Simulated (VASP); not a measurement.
# NiI (P6_3mc) in VASP: single point with PBE

Aim: the single point of NiI with PBE.

Program: VASP 6.6.1. These are calculated values, not measurements. Logs are shortened: lines on timing, memory, paths and dates and some standing lists are left out, and cuts for length are marked.

## 1. The cell of the first run

The structure is hexagonal, space group P6_3mc (No. 186). Conventional cell: a = 4.056 Å, b = 4.056 Å, c = 6.872 Å, α = 90.00°, β = 90.00°, γ = 120.00°. Ni (site symmetry 3m) has 4 I at 2.51 to 2.52 Å within 3.3 Å. Within 3.3 Å of I (site symmetry 3m) lie 4 Ni at 2.51 to 2.52 Å.

## 2. Single point, PBE, collinear spin, ferromagnetic start

Contents of INCAR:

```
SYSTEM = NiI
  ALGO = Normal
  EDIFF = 1E-6
  ENCUT = 520
  GGA = PE
  ISIF = 2
  ISMEAR = 0
  ISPIN = 2
  LASPH = .TRUE.
  LCHARG = .TRUE.
  LELF = .TRUE.
  LMAXMIX = 4
  LORBIT = 11
  LREAL = .FALSE.
  LVHAR = .TRUE.
  LWAVE = .FALSE.
  MAGMOM = -2 -2 0 0
  NBANDS = 29
  NELM = 150
  PREC = Accurate
  SIGMA = 0.1
```

Contents of KPOINTS:

```
k-points
0
G
  6 6 2
  0 0 0
```

Contents of POSCAR:

```
NiI
1.0
    4.0555384616      0.0000000000      0.0000000000
   -2.0277692308      3.5121993338      0.0000000000
    0.0000000000      0.0000000000      6.8724920000
Ni I
2 2
Direct
    0.3333333300      0.6666666700      0.3698150000
    0.6666666700      0.3333333300      0.8698150000
    0.3333333300      0.6666666700      0.0051870000
    0.6666666700      0.3333333300      0.5051870000
```

Potentials or basis: VASP PAW PBE potentials, release 64 (Ni, I).

On the command line:

```sh
cat potpaw_PBE.64/Ni/POTCAR potpaw_PBE.64/I/POTCAR > POTCAR
mpirun -np 1 vasp_std > vasp.out
```

OUTCAR:

```text
SYSTEM = NiI
   EDIFF = 1E-6
   ENCUT = 520
   GGA = PE
   ISIF = 2
   ISMEAR = 0
   ISPIN = 2
   LASPH = .TRUE.
   LORBIT = 11
   LREAL = .FALSE.
   NELM = 150
   PREC = Accurate

 ion  position               nearest neighbor table
   1  0.333  0.667  0.370-   3 2.51   4 2.52   4 2.52   4 2.52
   2  0.667  0.333  0.870-   4 2.51   3 2.52   3 2.52   3 2.52
   3  0.333  0.667  0.005-   1 2.51   2 2.52   2 2.52   2 2.52
   4  0.667  0.333  0.505-   2 2.51   1 2.52   1 2.52   1 2.52

  LATTYP: Found a hexagonal cell.
 ALAT       =     4.0555384616
 C/A-ratio  =     1.6945942111

  Lattice vectors:

 A1 = (   4.0555384616,   0.0000000000,   0.0000000000)
 A2 = (  -2.0277692308,   3.5121993338,   0.0000000000)
 A3 = (   0.0000000000,   0.0000000000,   6.8724920000)

Analysis of symmetry for initial positions (statically):
=====================================================================
 Subroutine PRICEL returns:
 Original cell was already a primitive cell.

 Routine SETGRP: Setting up the symmetry group for a
 hexagonal supercell.

 Subroutine GETGRP returns: Found 12 space group operations
 (whereof  6 operations were pure point group operations)
 out of a pool of 24 trial point group operations.

The static configuration has the point symmetry C_3v.
 The point group associated with its full space group is C_6v.

Analysis of symmetry for dynamics (positions and initial velocities):
=====================================================================
 Subroutine PRICEL returns:
 Original cell was already a primitive cell.

 Routine SETGRP: Setting up the symmetry group for a
 hexagonal supercell.

 Subroutine GETGRP returns: Found 12 space group operations
 (whereof  6 operations were pure point group operations)
 out of a pool of 24 trial point group operations.

The dynamic configuration has the point symmetry C_3v.
 The point group associated with its full space group is C_6v.

Analysis of structural, dynamic, and magnetic symmetry:
=====================================================================
 Subroutine PRICEL returns:
 Original cell was already a primitive cell.

 Routine SETGRP: Setting up the symmetry group for a
 hexagonal supercell.

 Subroutine GETGRP returns: Found 12 space group operations
 (whereof  6 operations were pure point group operations)
[... 119 lines left out ...]
  Thomas-Fermi vector in A             =   2.287428
   LORBIT       =     11    0 simple, 1 ext, 2 COOP (PROOUT), +10 PAW based schemes
   GGA     = PE    functional components
   LHFCALC =     F    Hartree Fock is set to
   AEXX    =    0.0000 exact exchange contribution
   IVDW    =     0    specifies the selected vdW correction
   LEPSILON=     F    determine dielectric tensor
   LRPA    =     F    only Hartree local field effects (RPA)
 spin polarized calculation
 Gauss-broadening in eV      SIGMA  =   0.10
  energy-cutoff  :      520.00
  volume of cell :       97.89
 maximum number of plane-waves:      2666
   NGX = 15   NGY = 15   NGZ = 25

 number of electron      33.9999970 magnetization      -0.0024126

 Free energy of the ion-electron system (eV)
  ---------------------------------------------------
  ext. energy  EPLUGINS =         0.00000000
  ---------------------------------------------------
  free energy    TOTEN  =       -13.53077621 eV

  energy without entropy =      -13.51048835  energy(sigma->0) =      -13.52063228

 E-fermi :   5.9768     XC(G=0):  -9.6097

 val. band max:        5.9671412944   @ k =   0.3333   0.1667   0.0000
 cond. band min:       6.0482122154   @ k =   0.3333   0.0000   0.0000
 fundamental gap:      0.0810709210
 Fermi energy:         5.9768184063

 spin component 1

 k-point     1 :       0.0000    0.0000    0.0000
  band No.  band energies     occupation
      1      -8.7012      1.00000
      2      -8.0289      1.00000
      3      -0.2495      1.00000
      4       2.0490      1.00000
      5       2.2645      1.00000
      6       2.2645      1.00000
[... 437 lines left out ...]
     28      15.0965      0.00000
     29      17.9453      0.00000
 Fermi energy:         5.9768184063

 spin component 2

 k-point     1 :       0.0000    0.0000    0.0000
  band No.  band energies     occupation
      1      -8.7013      1.00000
      2      -8.0290      1.00000
      3      -0.2497      1.00000
      4       2.0487      1.00000
      5       2.2641      1.00000
      6       2.2641      1.00000
[... 437 lines left out ...]
     28      15.0963      0.00000
     29      17.9450      0.00000

------------------------ aborting loop because EDIFF is reached ----------------------------------------

  FORCE on cell =-STRESS in cart. coord.  units (eV):
  Direction    XX          YY          ZZ          XY          YZ          ZX
  --------------------------------------------------------------------------------------
  -------------------------------------------------------------------------------------
  Total        0.0205196      0.0205196      0.2995589      0.0000000      0.0000000     -0.0000000
  in kB        0.3358435      0.3358435      4.9028751      0.0000000      0.0000000     -0.0000000
  external PRESSURE =       1.8581873 kB  Pullay stress =       0.0000000 kB

 VOLUME and BASIS-vectors are now :
 -----------------------------------------------------------------------------
  energy-cutoff  :      520.00
  volume of cell :       97.89
      direct lattice vectors                 reciprocal lattice vectors
     4.055538462  0.000000000  0.000000000     0.246576382  0.142360940  0.000000000
    -2.027769231  3.512199334  0.000000000     0.000000000  0.284721881  0.000000000
     0.000000000  0.000000000  6.872492000     0.000000000  0.000000000  0.145507627

 POSITION                                       TOTAL-FORCE (eV/Angst)
 -----------------------------------------------------------------------------------
     -0.00000      2.34147      2.54155        -0.000000      0.000000     -0.013642
      2.02777      1.17073      5.97780         0.000000     -0.000000     -0.013642
     -0.00000      2.34147      0.03565         0.000000      0.000000      0.013642
      2.02777      1.17073      3.47189        -0.000000      0.000000      0.013642
 -----------------------------------------------------------------------------------
    total drift:                                0.000001     -0.000001      0.000466

  FREE ENERGIE OF THE ION-ELECTRON SYSTEM (eV)
  ---------------------------------------------------
  free  energy   TOTEN  =       -13.5307762110 eV

  energy  without entropy=      -13.5104883475  energy(sigma->0) =      -13.52063228

 total charge

# of ion       s       p       d       tot
------------------------------------------
    1        0.377   0.365   8.505   9.247
    2        0.377   0.365   8.505   9.247
    3        1.493   2.713   0.100   4.306
    4        1.493   2.713   0.100   4.306
--------------------------------------------------
tot          3.741   6.156  17.209  27.107

 magnetization (x)

# of ion       s       p       d       tot
------------------------------------------
    1       -0.000  -0.000  -0.001  -0.001
    2       -0.000  -0.000  -0.001  -0.001
    3       -0.000  -0.000   0.000  -0.000
    4       -0.000  -0.000   0.000  -0.000
--------------------------------------------------
tot         -0.000  -0.000  -0.001  -0.002
```

It took 1.8 min on 1 thread of Oxide Virtual Turin-like, shared host; peak memory 0.24 GiB.

Results:

| Quantity | Value |
| --- | --- |
| Free energy | -13.5308 eV |
| Pressure | 0.2 GPa |
| Largest force | 0.014 eV/Å |
| Band gap on the k mesh | zero (filled and empty bands overlap) |
| Net moment | 0.00 μB per cell |
| Valence electrons inside the program's atomic spheres | Ni 9.25; I 4.31 |

Forces on the atoms (eV/Å):
```
Ni   0.000  0.000 -0.014
Ni   0.000  0.000 -0.014
I    0.000  0.000  0.014
I    0.000  0.000  0.014
```

Caveat: the k points lie up to 0.46 Å⁻¹ apart; the starting moments collapsed, and a magnetic state may lie lower; spin-orbit coupling is left out, which moves the levels of the heavy elements; semilocal functionals often make such compounds metallic where correlation or magnetic order opens a gap, which also shifts bond lengths.
